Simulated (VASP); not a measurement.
# Ru (P6_3/mmc) in VASP: a series of runs

Ru is run at these levels: r2SCAN+D3(BJ); tasks: single point.

All numbers are computed with VASP 6.6.1; they aren't measurements. Logs are shortened: lines on timing, memory, paths and dates and some standing lists are left out, and cuts for length are marked.

## 1. The cell of the first run

It takes space group P6_3/mmc (No. 194, hexagonal). The conventional cell has a = 2.724 Å, b = 2.724 Å, c = 4.310 Å, α = 90.00°, β = 90.00°, γ = 120.00°. Ru (site symmetry -6m2) has 12 Ru at 2.67 to 2.72 Å within 3.5 Å.

## 2. Single point, r2SCAN+D3(BJ)

Input file POSCAR:

```
Ru
1.0
    2.7237197275      0.0000000000      0.0000000000
   -1.3618598638      2.3588104769      0.0000000000
    0.0000000000      0.0000000000      4.3102577801
Ru
2
Direct
    0.6666666667      0.3333333333      0.7500000000
    0.3333333333      0.6666666667      0.2500000000
```

Input file INCAR.step1:

```
SYSTEM = Ru
ALGO     = Normal         ! electronic algorithm
EDIFF    = 1E-4           ! SCF threshold, eV
ENCUT    = 520            ! plane-wave cutoff, eV
GGA      = PE             ! functional
ISMEAR   = -1             ! smearing method
LASPH    = .TRUE.         ! aspherical terms in the spheres
LCHARG   = .FALSE.        ! write CHGCAR
LREAL    = .FALSE.        ! projectors in reciprocal space
LWAVE    = .TRUE.         ! write WAVECAR
NBANDS   = 21             ! bands
NELM     = 80             ! most SCF steps
PREC     = Accurate       ! precision mode
SIGMA    = 0.05           ! smearing width, eV
```

Input file INCAR.step2:

```
SYSTEM = Ru
ALGO     = Normal         ! electronic algorithm
EDIFF    = 1E-7           ! SCF threshold, eV
ENCUT    = 520            ! plane-wave cutoff, eV
ISIF     = 2              ! what is computed and relaxed
ISMEAR   = -1             ! smearing method
ISTART   = 1            
IVDW     = 12             ! dispersion correction
LASPH    = .TRUE.         ! aspherical terms in the spheres
LCHARG   = .TRUE.         ! write CHGCAR
LELF     = .TRUE.         ! ELF
LMIXTAU  = .TRUE.       
LREAL    = .FALSE.        ! projectors in reciprocal space
LVHAR    = .TRUE.       
LWAVE    = .FALSE.        ! write WAVECAR
METAGGA  = R2SCAN         ! meta-GGA
NBANDS   = 21             ! bands
NELM     = 80             ! most SCF steps
PREC     = Accurate       ! precision mode
SIGMA    = 0.05           ! smearing width, eV
VDW_A1   = 0.49484001   
VDW_A2   = 5.73083694   
VDW_S6   = 1.0          
VDW_S8   = 0.78981345
```

Input file KPOINTS:

```
k-points
0
G
  11 11 6
  0 0 0
```

Potentials or basis: VASP PAW PBE potentials, release 64 (Ru_pv).

Command:

```
cat potpaw_PBE.64/Ru_pv/POTCAR > POTCAR
cp INCAR.step1 INCAR
mpirun -np 1 vasp_std > vasp.out
cp INCAR.step2 INCAR
mpirun -np 1 vasp_std > vasp.out
```

OUTCAR:

```text
SYSTEM = Ru
   EDIFF = 1E-7
   ENCUT = 520
   ISIF = 2
   ISMEAR = -1
   ISTART = 1
   IVDW = 12
   LASPH = .TRUE.
   LREAL = .FALSE.
   METAGGA = R2SCAN
   NELM = 80
   PREC = Accurate
 IVDW          = 12

 ion  position               nearest neighbor table
   1  0.667  0.333  0.750-   2 2.67   2 2.67   2 2.67   2 2.67   2 2.67   2 2.67
   2  0.333  0.667  0.250-   1 2.67   1 2.67   1 2.67   1 2.67   1 2.67   1 2.67

  LATTYP: Found a hexagonal cell.
 ALAT       =     2.7237197275
 C/A-ratio  =     1.5824894671

  Lattice vectors:

 A1 = (   2.7237197275,   0.0000000000,   0.0000000000)
 A2 = (  -1.3618598638,   2.3588104769,   0.0000000000)
 A3 = (   0.0000000000,   0.0000000000,   4.3102577801)

Analysis of symmetry for initial positions (statically):
=====================================================================
 Subroutine PRICEL returns:
 Original cell was already a primitive cell.

 Routine SETGRP: Setting up the symmetry group for a
 hexagonal supercell.

 Subroutine GETGRP returns: Found 24 space group operations
 (whereof 12 operations were pure point group operations)
 out of a pool of 24 trial point group operations.

The static configuration has the point symmetry D_3d.
 The point group associated with its full space group is D_6h.

Analysis of symmetry for dynamics (positions and initial velocities):
=====================================================================
 Subroutine PRICEL returns:
 Original cell was already a primitive cell.

 Routine SETGRP: Setting up the symmetry group for a
 hexagonal supercell.

 Subroutine GETGRP returns: Found 24 space group operations
 (whereof 12 operations were pure point group operations)
 out of a pool of 24 trial point group operations.

The dynamic configuration has the point symmetry D_3d.
 The point group associated with its full space group is D_6h.

 Subroutine INISYM returns: Found 24 space group operations
 (whereof 12 operations are pure point group operations),
 and found     1 'primitive' translations

----------------------------------------------------------------------------------------

                                     Primitive cell

  volume of cell :      27.6923

  direct lattice vectors                    reciprocal lattice vectors
     2.723719727  0.000000000  0.000000000     0.367144971  0.211971248  0.000000000
    -1.361859864  2.358810477  0.000000000     0.000000000  0.423942496  0.000000000
     0.000000000  0.000000000  4.310257780     0.000000000  0.000000000  0.232004685

  length of vectors
     2.723719727  2.723719728  4.310257780     0.423942496  0.423942496  0.232004685
[... 80 lines left out ...]
   NELM   =     80;   NELMIN=  2; NELMDL=  0     # of ELM steps
   EDIFF  = 0.1E-06   stopping-criterion for ELM
   LREAL  =      F    real-space projection
   EDIFFG = 0.1E-05   stopping-criterion for IOM
   NSW    =      0    number of steps for IOM
   IBRION =     -1    ionic relax: 0-MD 1-quasi-New 2-CG
   NFREE  =      0    steps in history (QN), initial steepest desc. (CG)
   ISIF   =      2    stress and relaxation
   ISYM   =      2    0-nonsym 1-usesym 2-fastsym
   POTIM  = 0.5000    time-step for ionic-motion
   TEBEG  =    0.0;   TEEND  =   0.0 temperature during run
   PSTRESS=    0.0 pullay stress
   NELECT =      28.0000    total number of electrons
   NUPDOWN=      -1.0000    fix difference up-down
   EMIN   =  10.00;   EMAX   =-10.00  energy-range for DOS
   EFERMI =   0.00;   METHOD = LEGACY
   ISMEAR =    -1;   SIGMA  =   0.05  broadening in eV -4-tet -1-fermi 0-gaus
   EFERMI_NEDOS =   21; number of points for ismear=-14 and -15
   IALGO  =     38    algorithm
   IMIX   =      4    mixing-type and parameters
     AMIX     =   0.40;   BMIX     =  1.00
     AMIX_MAG =   1.60;   BMIX_MAG =  1.00
  volume/ion in A,a.u.               =      13.85        93.44
  Fermi-wavevector in a.u.,A,eV,Ry     =   1.643140  3.105085 36.734499  2.699910
  Thomas-Fermi vector in A             =   2.733325
   LORBIT       =      0    0 simple, 1 ext, 2 COOP (PROOUT), +10 PAW based schemes
   METAGGA = R2SCAN    functional components
   LHFCALC =     F    Hartree Fock is set to
   AEXX    =    0.0000 exact exchange contribution
   IVDW    =    12    specifies the selected vdW correction
   LEPSILON=     F    determine dielectric tensor
   LRPA    =     F    only Hartree local field effects (RPA)
 non-spin polarized calculation
  energy-cutoff  :      520.00
  volume of cell :       27.69
 maximum number of plane-waves:       764
   NGX = 11   NGY = 11   NGZ = 17

 number of electron      28.0000015 magnetization

 Free energy of the ion-electron system (eV)
  ---------------------------------------------------
  ext. energy  EPLUGINS =         0.00000000
  ---------------------------------------------------
  free energy    TOTEN  =       -50.84019346 eV

  energy without entropy =      -50.82365880  energy(sigma->0) =      -50.83192613

 E-fermi :  12.3012     XC(G=0): -15.2688

 val. band max:       12.2797693599   @ k =   0.2727  -0.0000   0.0000
 cond. band min:      12.3190471670   @ k =   0.3636   0.0000   0.3333
 fundamental gap:      0.0392778071
 Fermi energy:        12.3011756880

 k-point     1 :       0.0000    0.0000    0.0000
  band No.  band energies     occupation
      1     -32.6371      2.00000
      2     -31.6936      2.00000
      3     -31.6936      2.00000
      4     -31.5214      2.00000
      5     -31.5214      2.00000
      6     -31.4807      2.00000
[... 565 lines left out ...]
     20      20.7671      0.00000
     21      24.4422      0.00000

 [... further k-points ...]

------------------------ aborting loop because EDIFF is reached ----------------------------------------

 Edisp (eV)   -0.57586

 E8    (eV) :    -0.2082

  FORCE on cell =-STRESS in cart. coord.  units (eV):
  Direction    XX          YY          ZZ          XY          YZ          ZX
  --------------------------------------------------------------------------------------
  -------------------------------------------------------------------------------------
  Total      -1.69600    -1.69600    -1.90625     0.00000     0.00000     0.00000
  in kB     -98.12467   -98.12467  -110.28890     0.00000     0.00000     0.00000
  external pressure =     -102.18 kB  Pullay stress =        0.00 kB

 VOLUME and BASIS-vectors are now :
 -----------------------------------------------------------------------------
  energy-cutoff  :      520.00
  volume of cell :       27.69
      direct lattice vectors                 reciprocal lattice vectors
     2.723719727  0.000000000  0.000000000     0.367144971  0.211971248  0.000000000
    -1.361859864  2.358810477  0.000000000     0.000000000  0.423942496  0.000000000
     0.000000000  0.000000000  4.310257780     0.000000000  0.000000000  0.232004685

 POSITION                                       TOTAL-FORCE (eV/Angst)
 -----------------------------------------------------------------------------------
      1.36186      0.78627      3.23269        -0.000000      0.000000      0.000000
     -0.00000      1.57254      1.07756         0.000000     -0.000000      0.000000
 -----------------------------------------------------------------------------------
    total drift:                                0.000000     -0.000000      0.000000

  FREE ENERGIE OF THE ION-ELECTRON SYSTEM (eV)
  ---------------------------------------------------
  free  energy   TOTEN  =       -51.4160530605 eV

  energy  without entropy=      -51.3995184044  energy(sigma->0) =      -51.40778573
```

OUTCAR.step1:

```text
SYSTEM = Ru
   EDIFF = 1E-4
   ENCUT = 520
   GGA = PE
   ISMEAR = -1
   LASPH = .TRUE.
   LREAL = .FALSE.
[... 798 lines left out ...]
      1.36186      0.78627      3.23269        -0.000000      0.000000      0.000000
     -0.00000      1.57254      1.07756         0.000000     -0.000000      0.000000
 -----------------------------------------------------------------------------------
    total drift:                                0.000000     -0.000000      0.000000

  FREE ENERGIE OF THE ION-ELECTRON SYSTEM (eV)
  ---------------------------------------------------
  free  energy   TOTEN  =       -18.4645445784 eV

  energy  without entropy=      -18.4472385061  energy(sigma->0) =      -18.45589154
```

It took 1.8 min on 1 thread of AMD EPYC 9R45 (Zen 5), shared host; peak memory 0.13 GiB.

What came out:

* Free energy: -51.4161 eV
* Pressure: -10.2 GPa
* Band gap on the k mesh: zero (band 14 reaches 13.87 eV, above the bottom of band 15 at 10.77 eV)
* Dispersion energy per atom: -0.288 eV

Levels at points of the mesh, in eV from the Fermi level:
| k point | band 10 | band 11 | band 12 | band 13 | band 14 | band 15 | band 16 | band 17 | band 18 | band 19 |
| --- | --- | --- | --- | --- | --- | --- | --- | --- | --- | --- |
| (0.00, 0.00, 0.00) | -2.55 | -2.38 | -1.87 | -1.87 | -1.35 | -1.35 | 1.26 | 1.26 | 1.40 | 8.47 |
| (0.00, 0.00, 0.50) | -2.72 | -2.72 | -2.72 | -2.69 | -2.69 | 0.61 | 0.61 | 0.61 | 0.61 | 8.47 |

Caveat: the PAW data sets were made with another functional, which shifts forces and pressure a little; pairwise dispersion overbinds metals, which lowers pressure and volume.

## 3. Single point, r2SCAN+D3(BJ)

This run uses another cell than the first one, of 14.12 Å³/atom, 1.020 times its volume.

Input file POSCAR:

```
Ru
1.0
    2.7414067149      0.0000000000      0.0000000000
   -1.3707033574      2.3741278572      0.0000000000
    0.0000000000      0.0000000000      4.3382472512
Ru
2
Direct
    0.6666666667      0.3333333333      0.7500000000
    0.3333333333      0.6666666667      0.2500000000
```

Input file INCAR.step1:

```
ALGO     = Normal         # electronic algorithm
EDIFF    = 1E-4           # SCF threshold, eV
ENCUT    = 520            # plane-wave cutoff, eV
GGA      = PE             # functional
ISMEAR   = -1             # smearing method
LASPH    = T              # aspherical terms in the spheres
LCHARG   = F              # write CHGCAR
LREAL    = F              # projectors in reciprocal space
LWAVE    = T              # write WAVECAR
NBANDS   = 21             # bands
NELM     = 60             # most SCF steps
PREC     = Accurate       # precision mode
SIGMA    = 0.05           # smearing width, eV
```

Input file INCAR.step2:

```
ALGO     = Normal         # electronic algorithm
EDIFF    = 1E-7           # SCF threshold, eV
ENCUT    = 520            # plane-wave cutoff, eV
ISIF     = 2              # what is computed and relaxed
ISMEAR   = -1             # smearing method
ISTART   = 1            
IVDW     = 12             # dispersion correction
LASPH    = T              # aspherical terms in the spheres
LCHARG   = T              # write CHGCAR
LELF     = T              # ELF
LMIXTAU  = T            
LREAL    = F              # projectors in reciprocal space
LVHAR    = T            
LWAVE    = F              # write WAVECAR
METAGGA  = R2SCAN         # meta-GGA
NBANDS   = 21             # bands
NELM     = 60             # most SCF steps
PREC     = Accurate       # precision mode
SIGMA    = 0.05           # smearing width, eV
VDW_A1   = 0.49484001   
VDW_A2   = 5.73083694   
VDW_S6   = 1.0          
VDW_S8   = 0.78981345
```

Input file KPOINTS:

```
k-points
0
Gamma
  11 11 6
```

Potentials or basis: VASP PAW PBE potentials, release 64 (Ru_pv).

Command:

```
cat potpaw_PBE.64/Ru_pv/POTCAR > POTCAR
cp INCAR.step1 INCAR
mpirun -np 1 vasp_std > vasp.out
cp INCAR.step2 INCAR
mpirun -np 1 vasp_std > vasp.out
```

Wall time 88 s (1 thread of AMD EPYC 9R45 (Zen 5), shared host); peak memory 0.13 GiB.

It converged, with:

```yaml
Free_energy: -51.3722 eV
Pressure: -15.7 GPa
Band_gap_on_the_k_mesh: zero (band 14 reaches 13.48 eV, above the bottom of band 15 at 10.47 eV)
Dispersion_energy_per_atom: -0.282 eV
```

Stress tensor (GPa, compression positive):
```
-15.21   0.00   0.00
  0.00 -15.21   0.00
  0.00   0.00 -16.77
```

Levels at points of the mesh, in eV from the Fermi level:
| k point | band 10 | band 11 | band 12 | band 13 | band 14 | band 15 | band 16 | band 17 | band 18 | band 19 |
| --- | --- | --- | --- | --- | --- | --- | --- | --- | --- | --- |
| (0.00, 0.00, 0.00) | -2.47 | -2.31 | -1.82 | -1.82 | -1.31 | -1.31 | 1.23 | 1.23 | 1.37 | 8.46 |
| (0.00, 0.00, 0.50) | -2.65 | -2.65 | -2.65 | -2.63 | -2.63 | 0.59 | 0.59 | 0.59 | 0.59 | 8.46 |

Caveat: the PAW data sets were made with another functional, which shifts forces and pressure a little; pairwise dispersion overbinds metals, which lowers pressure and volume.
